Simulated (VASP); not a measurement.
# C in VASP: notebook, part 2 of 2

VASP 6.6.1.

## Step 3: Relaxation of cell and atoms, PBEsol, target pressure 6 GPa, at which the enthalpy is minimised

This run uses another cell than the first one, of 8.68 Å³/atom.

Contents of INCAR:

```
SYSTEM = C
  PREC = Accurate
  ENCUT = 600
  EDIFF = 1E-7
  ISMEAR = -1
  SIGMA = 0.15
  LREAL = .False.
  LASPH = .True.
  NELM = 100
  ALGO = Normal
  ISIF = 3
  LWAVE = .False.
  LCHARG = .False.
  GGA = PS
  IBRION = 2
  NSW = 80
  EDIFFG = -0.001
  PSTRESS = 60.0
```

Contents of KPOINTS:

```
regular mesh
0
Gamma
  18 18 6
  0 0 0
```

Contents of POSCAR:

```
C
1.0
    1.2277356916     -2.1250910107      0.0000000000
    1.2277356916      2.1250910107      0.0000000000
    0.0000000000      0.0000000000      6.6524111717
C
4
Direct
    0.0833153575      0.9166846425      0.7500000000
    0.5833153575      0.4166846425      0.2500000000
    0.9166846425      0.0833153575      0.2500000000
    0.4166846425      0.5833153575      0.7500000000
```

Potentials or basis: VASP PAW PBE potentials, release 64 (C).

Launch:

```sh
$ cat potpaw_PBE.64/C/POTCAR > POTCAR
$ mpirun -np 1 vasp_std > vasp.out
```

OUTCAR:

```text
SYSTEM = C
   PREC = Accurate
   ENCUT = 600
   EDIFF = 1E-7
   ISMEAR = -1
   LREAL = .False.
   LASPH = .True.
   NELM = 100
   ISIF = 3
   GGA = PS
   IBRION = 2
   NSW = 80
   EDIFFG = -0.001
   PSTRESS = 60.0

 ion  position               nearest neighbor table
   1  0.083  0.917  0.750-   4 1.42   4 1.42   4 1.42
   2  0.583  0.417  0.250-   3 1.42   3 1.42   3 1.42
   3  0.917  0.083  0.250-   2 1.42   2 1.42   2 1.42
   4  0.417  0.583  0.750-   1 1.42   1 1.42   1 1.42

  LATTYP: Found a base centered orthorhombic cell.
 ALAT       =     2.4554713832
 B/A-ratio  =     1.7309026896
 C/A-ratio  =     2.7092195890

  Lattice vectors:

 A1 = (   1.2277356916,  -2.1250910107,   0.0000000000)
 A2 = (   1.2277356916,   2.1250910107,   0.0000000000)
 A3 = (   0.0000000000,   0.0000000000,   6.6524111717)

Analysis of symmetry for initial positions (statically):
[... 411 lines left out ...]
 E-fermi :   5.5714     XC(G=0): -11.1710

 val. band max:        5.4941427082   @ k =   0.3333   0.3333   0.5000
 cond. band min:       5.6012863321   @ k =   0.3889   0.3333   0.0000
 fundamental gap:      0.1071436239
 Fermi energy:         5.5713969738

 k-point     1 :       0.0000    0.0000    0.0000
  band No.  band energies     occupation
      1     -14.3992      2.00000
      2     -13.8287      2.00000
      3      -3.6343      2.00000
      4      -0.6218      2.00000
      5       2.5132      2.00000
      6       2.5533      2.00000
      7       2.5810      2.00000
      8       2.5968      2.00000
      9      10.3132      0.00000
     10      13.8616      0.00000
     11      13.9521      0.00000
     12      14.0168      0.00000
[... 331 lines left out ...]
 k-point    24 :      -0.2222    0.0556    0.0000
  band No.  band energies     occupation
      1     -13.4272      2.00000
      2     -12.8868      2.00000
      3      -2.4500      2.00000
      4      -0.5500      2.00000
      5      -0.4118      2.00000
      6       0.4497      2.00000
      7       0.8733      2.00000
      8       0.9083      2.00000
      9      11.4365      0.00000
     10      13.9568      0.00000
     11      14.1937      0.00000
     12      14.2610      0.00000

 [... further k-points ...]
[... 5 lines left out ...]
  --------------------------------------------------------------------------------------
  -------------------------------------------------------------------------------------
  Total        1.1988174      1.1995900      1.1996573      0.0000000     -0.0000000      0.0000000
  in kB       59.9873910     60.0260510     60.0294196      0.0000000     -0.0000000      0.0000000
  external PRESSURE =       0.0142872 kB  Pullay stress =      60.0000000 kB
[... 23 lines left out ...]
  energy  without entropy=      -38.5029873384  energy(sigma->0) =      -38.50627282

  enthalpy is  TOTEN    =       -37.3104889010 eV   P V=        1.1990694100

 reached required accuracy - stopping structural energy minimisation
```

OSZICAR:

```text
N       E                     dE             d eps       ncg     rms          rms(c)
DAV:   1     0.539378310116E+02    0.53938E+02   -0.90328E+03  8736   0.138E+03
DAV:   2    -0.368032137020E+02   -0.90741E+02   -0.83071E+02 12096   0.242E+02
[... 121 lines left out ...]
  13 F= -.37310487E+02 E0= -.37307202E+02  d E =0.132791E-05
       N       E                     dE             d eps       ncg     rms          rms(c)
DAV:   1    -0.385095591267E+02   -0.61403E-04   -0.44974E-05 10304   0.680E-02    0.500E-03
DAV:   2    -0.385095585894E+02    0.53734E-06   -0.15296E-06 10728   0.124E-02    0.285E-03
DAV:   3    -0.385095583067E+02    0.28262E-06   -0.64443E-07 10372   0.830E-03    0.255E-04
DAV:   4    -0.385095583110E+02   -0.42662E-08   -0.69293E-08  5424   0.218E-03
  14 F= -.37310489E+02 E0= -.37307203E+02  d E =-.442341E-06
```

CONTCAR:

```text
C
   1.00000000000000
     1.2249851687886233   -2.1186739046518013   -0.0000000000000000
     1.2249851687886233    2.1186739046518013    0.0000000000000000
     0.0000000000000000   -0.0000000000000000    6.1684878250798585
  C
     4
Direct
     0.0833041137419007    0.9166958862580995    0.7500000000000000
     0.5833041137419005    0.4166958862580994    0.2500000000000000
     0.9166958862580995    0.0833041137419007    0.2500000000000000
     0.4166958862580994    0.5833041137419005    0.7500000000000000

  0.00000000E+00  0.00000000E+00  0.00000000E+00
  0.00000000E+00  0.00000000E+00  0.00000000E+00
  0.00000000E+00  0.00000000E+00  0.00000000E+00
  0.00000000E+00  0.00000000E+00  0.00000000E+00
```

It took 8.7 min on 1 thread of Intel Xeon 6975P-C (Granite Rapids), shared host; peak memory 0.28 GiB.

What came out:

```
Free energy                                                : -38.5096 eV
Relaxed volume                                             : 8.00 Å³/atom
Relaxed cell                                               : a = 2.447 Å, b = 2.447 Å, c = 6.168 Å, α = 90.00°, β = 90.00°, γ = 119.93°
Space group after relaxing (to 0.1 Å)                      : Fmmm (No. 69)
Energy change on relaxing (the run minimises the enthalpy) : +15.0 meV/atom
Ionic steps                                                : 14
Pressure after relaxing                                    : 6.0 GPa
Band gap on the k mesh                                     : zero (bands 8 and 9 overlap by 0.11 eV)
```

The path:
```
step  energy change (eV)  largest force (eV/Å)  pressure (GPa)  volume (Å³)
   1              0.0000                0.0003            2.27        34.71
   2              0.0375                0.0006           10.55        33.71
   3              0.0130                0.0001            6.34        34.20
   4              0.0185                0.0006            6.31        33.74
   5              0.0425                0.0030            6.38        32.56
   6              0.1630                0.0251            7.59        30.20
   7              0.0567                0.0046            6.48        32.11
   8              0.0618                0.0053            6.52        31.97
   9              0.0545                0.0555            4.18        32.19
  10              0.0599                0.0085            6.00        32.02
  11              0.0597                0.0390            5.96        32.02
  12              0.0598                0.0015            5.99        32.02
  13              0.0599                0.0023            6.02        32.02
  14              0.0599                0.0001            6.00        32.02
```

Final structure:
```
C
1.0
     1.22499   -2.11867    0.00000
     1.22499    2.11867    0.00000
     0.00000    0.00000    6.16849
C
4
Cartesian
  1.2250 1.7657 4.6264
  1.2250 -0.3530 1.5421
  1.2250 -1.7657 1.5421
  1.2250 0.3530 4.6264
```

Caveat: the cell is relaxed towards a set pressure, so the run minimises the enthalpy, not the energy; this functional lacks dispersion, which binds layers or chains, so the pressure and a relaxed spacing across them are unreliable; the PAW data sets were made with another functional, which shifts forces and pressure a little.

## Step 4: Single point, PBEsol

This run uses another cell than the first one, of 9.59 Å³/atom.

Contents of INCAR:

```
PREC = Accurate
ENCUT = 520
EDIFF = 1E-6
ISMEAR = 0
SIGMA = 0.1
LREAL = False
LASPH = True
NELM = 100
ALGO = Normal
ISIF = 2
LWAVE = False
LCHARG = False
GGA = PS
NBANDS = 16
```

Contents of KPOINTS:

```
regular mesh
0
Gamma
  18 18 6
```

Contents of POSCAR:

```
C
1.0
    1.2295803925     -2.1291862897      0.0000000000
    1.2295803925      2.1291862897      0.0000000000
    0.0000000000      0.0000000000      7.3232116213
C
4
Direct
    0.0833204452      0.9166795548      0.7500023985
    0.5833204452      0.4166795548      0.2499976015
    0.9166795548      0.0833204452      0.2499976015
    0.4166795548      0.5833204452      0.7500023985
```

Launch:

```sh
$ cat potpaw_PBE.64/C/POTCAR > POTCAR
$ mpirun -np 1 vasp_std > vasp.out
```

It took 2 min on 1 thread of Intel Xeon Platinum 8488C (Sapphire Rapids), shared host; peak memory 0.26 GiB.

Results (log left out):

```yaml
Free_energy: -38.5777 eV
Pressure: 0.6 GPa
Band_gap_on_the_k_mesh: zero (filled and empty bands touch)
```

Stress tensor (GPa, compression positive):
```
 0.96  0.00  0.00
 0.00  0.96  0.00
 0.00  0.00 -0.03
```

Levels at points of the mesh, in eV from the Fermi level:
```tsv
k point	band 5	band 6	band 7	band 8	band 9	band 10	band 11	band 12
(0.00, 0.00, 0.00)	-2.99	-2.99	-2.98	-2.98	3.47	8.33	8.35	8.37
(0.50, 0.00, 0.00)	-6.41	-6.41	-2.41	-2.41	1.74	1.74	7.44	7.44
(0.50, 0.50, 0.00)	-6.42	-6.40	-2.79	-1.93	1.15	2.20	7.33	7.54
(0.00, 0.00, 0.50)	-2.99	-2.99	-2.98	-2.98	5.50	5.51	8.36	8.36
(0.50, 0.00, 0.50)	-6.41	-6.41	-2.38	-2.38	1.63	1.63	7.44	7.44
(0.50, 0.50, 0.50)	-6.41	-6.41	-2.38	-2.38	1.64	1.64	7.44	7.44
```

Caveat: this functional lacks dispersion, which binds layers or chains, so the pressure and a relaxed spacing across them are unreliable; the PAW data sets were made with another functional, which shifts forces and pressure a little.

## Step 5: Relaxation of cell and atoms, PBEsol

This run uses another cell than the first one, of 9.37 Å³/atom.

Contents of INCAR:

```
  PREC = Accurate
  ENCUT = 600
  EDIFF = 1E-6
  ISMEAR = 0
  SIGMA = 0.1
  LREAL = False
  LASPH = True
  NELM = 60
  ALGO = Normal
  ISIF = 3
  LWAVE = False
  LCHARG = False
  GGA = PS
  IBRION = 2
  NSW = 100
  EDIFFG = -0.005
```

KPOINTS is that of step 4.

Contents of POSCAR:

```
C
1.0
    1.2280479700     -2.1270618200      0.0000000000
    1.2280479700      2.1270618200      0.0000000000
    0.0000000000      0.0000000000      7.1732677600
C
4
Direct
    0.0833794600      0.9166205400      0.7531376000
    0.5833794600      0.4166205400      0.2468624000
    0.9166205400      0.0833794600      0.2468624000
    0.4166205400      0.5833794600      0.7531376000
```

Launch:

```sh
$ cat potpaw_PBE.64/C/POTCAR > POTCAR
$ mpirun -np 1 vasp_std > vasp.out
```

Run time: 3.4 min. Hardware: 1 thread of Intel Xeon Platinum 8488C (Sapphire Rapids), shared host; peak memory 0.27 GiB.

Results (log left out):

```
Free energy                           : -38.5851 eV
Relaxed volume                        : 9.40 Å³/atom
Relaxed cell                          : a = 2.460 Å, b = 2.460 Å, c = 7.173 Å, α = 90.00°, β = 90.00°, γ = 119.99°
Space group after relaxing (to 0.1 Å) : Fmmm (No. 69)
Energy gained by relaxing             : 0.2 meV/atom
Ionic steps                           : 5
Pressure after relaxing               : 0.0 GPa
Largest force after relaxing          : 0.005 eV/Å
```

Forces in eV/Å, atoms in the order of the input:
```
C    0.000  0.002 -0.004
C    0.000  0.002  0.004
C    0.000 -0.002  0.004
C    0.000 -0.002 -0.004
```

The path:
```csv
step,energy change (eV),largest force (eV/Å),pressure (GPa),volume (Å³)
1,0.0000,0.0256,1.22,37.48
2,0.0030,0.1010,-2.75,37.86
3,-0.0007,0.0138,0.01,37.59
4,-0.0006,0.0505,-0.07,37.60
5,-0.0007,0.0048,-0.01,37.59
```

Final structure:
```yaml
crystal:
  lattice:
    - [1.23009, -2.13010, 0.00000]
    - [1.23009, 2.13010, 0.00000]
    - [0.00000, 0.00000, 7.17331]
  atoms:
    - { symbol: C, position: [0.08332, 0.91668, 0.75312] }
    - { symbol: C, position: [0.58332, 0.41668, 0.24688] }
    - { symbol: C, position: [0.91668, 0.08332, 0.24688] }
    - { symbol: C, position: [0.41668, 0.58332, 0.75312] }
```

Caveat: this functional lacks dispersion, which binds layers or chains, so the pressure and a relaxed spacing across them are unreliable; the PAW data sets were made with another functional, which shifts forces and pressure a little.

## Step 6: Summary

```tsv
task	cell	cutoff (eV)	smearing	gap on the mesh (eV)	pressure (GPa)
single point	a = 2.459, b = 2.459, c = 7.533 Å, angles 90.0, 90.0, 120.0°, 4 atoms, atomic positions A	520	fermi-dirac 0.15 eV	none	0.5
relaxation of cell and atoms	relaxed to 6 GPa from a = 2.454, b = 2.454, c = 6.652 Å, angles 90.0, 90.0, 120.0°, 4 atoms, atomic positions A	600	fermi-dirac 0.15 eV	none	6.0
single point	a = 2.459, b = 2.459, c = 7.323 Å, angles 90.0, 90.0, 120.0°, 4 atoms, atomic positions A	520	gaussian 0.1 eV	none	0.6
relaxation of cell and atoms	relaxed from a = 2.456, b = 2.456, c = 7.173 Å, angles 90.0, 90.0, 120.0°, 4 atoms, atomic positions B	600	gaussian 0.1 eV	-	0.0
```

Alike in all rows: level PBEsol; potentials or basis VASP PAW PBE potentials, release 64 (C); no spin polarisation; k mesh 18 × 18 × 6.

Caveats: this functional lacks dispersion, which binds layers or chains, so the pressure and a relaxed spacing across them are unreliable; the PAW data sets were made with another functional, which shifts forces and pressure a little; the cell is relaxed towards a set pressure, so the run minimises the enthalpy, not the energy (at least some runs).

Total energies depend on the potentials used, so only differences within one code and one set of settings carry meaning.

The gap in the log of VASP goes by the Fermi energy; the results here count the filled bands.